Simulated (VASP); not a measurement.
Runs of VASP 6.6.1 on Ti. The structure is that of space group Im-3m (No. 229), or close to it. The cells are those of the table. 

```tsv
task	cell	k mesh	cutoff (eV)	gap on the mesh (eV)	pressure (GPa)
single point	a = 2.766 Å, angles 109.5°, 1 atom	15 × 15 × 15	520	none	9.3
single point	a = 2.844 Å, angles 109.5°, 1 atom	15 × 15 × 15	520	none	-0.2
single point	a = 2.918 Å, angles 109.5°, 1 atom	15 × 15 × 15	520	none	-6.9
single point	a = 2.726 Å, angles 109.5°, 1 atom	15 × 15 × 15	520	none	15.5
single point	a = 2.954 Å, angles 109.5°, 1 atom	15 × 15 × 15	520	none	-9.4
single point	a = 2.806 Å, angles 109.5°, 1 atom	15 × 15 × 15	520	none	(a)
single point	a = 2.844 Å, angles 109.5°, 1 atom	22 × 22 × 22	520	none	-0.2
single point	a = 2.844 Å, angles 109.5°, 1 atom	13 × 13 × 13	520	none	-0.2
single point	a = 2.882 Å, angles 109.5°, 1 atom	15 × 15 × 15	520	none	(b)
relaxation of cell and atoms	relaxed from a = 2.841 Å, angles 109.5°, 1 atom	13 × 13 × 13	600	none	0.1
```

Alike in all rows: level revPBE; potentials or basis VASP PAW PBE potentials, release 64 (Ti_sv); no spin polarisation; smearing fermi-dirac 0.1 eV.

Fill in the values left out.

(a) 4.1; (b) -3.9.

Caveats: the PAW data sets were made with another functional, which shifts forces and pressure a little; the relaxation stopped at its first step, so nothing moved (some runs).

A gap of «none» marks levels without a gap at the run's occupations.
